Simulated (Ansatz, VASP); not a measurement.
# BN in VASP and in Ansatz

```xyz
2
Lattice="1.2511 0.7223 3.3729 -1.2511 0.7223 3.3729 0.0000 -1.4447 3.3729" Properties=species:S:1:pos:R:3 pbc="T T T"
B    -0.1000    0.0000    9.9155
N     0.0000    0.0000    3.3672
```

Alike in both runs: task single point; functional LDA; k mesh 12 × 12 × 12; occupations gaussian, width 0.05 eV; no spin polarisation.

|  | VASP | Ansatz |
| --- | --- | --- |
| version | VASP 6.6.1 | Ansatz 0.2.0 |
| potentials or method | VASP PAW LDA potentials, release 64 (B, N), cutoff 600 eV | scalar-relativistic, plane waves, PAW |
| valence electrons in the cell | 8 | 8 |

VASP gave:

```
gap on the k mesh at the Fermi level (eV)                     : 3.08
least direct gap on the mesh (eV)                             : 4.03
pressure (GPa)                                                : -3.1
traceless stress, the component that is largest in VASP (GPa) : 9.47
rms of the force components (eV/Å)                            : 2.656
```

Task: Estimate Ansatz's values.

Result: gap on the k mesh at the Fermi level (eV): 3.09; least direct gap on the mesh (eV): 4.05; pressure (GPa): -3.4; traceless stress, the component that is largest in VASP (GPa): 9.44; rms of the force components (eV/Å): 2.660.

LDA's correlation is that of Perdew and Zunger in VASP and of Perdew and Wang (1992) in Ansatz. Atom by atom the forces differ by 0.005 eV/Å (rms over components).
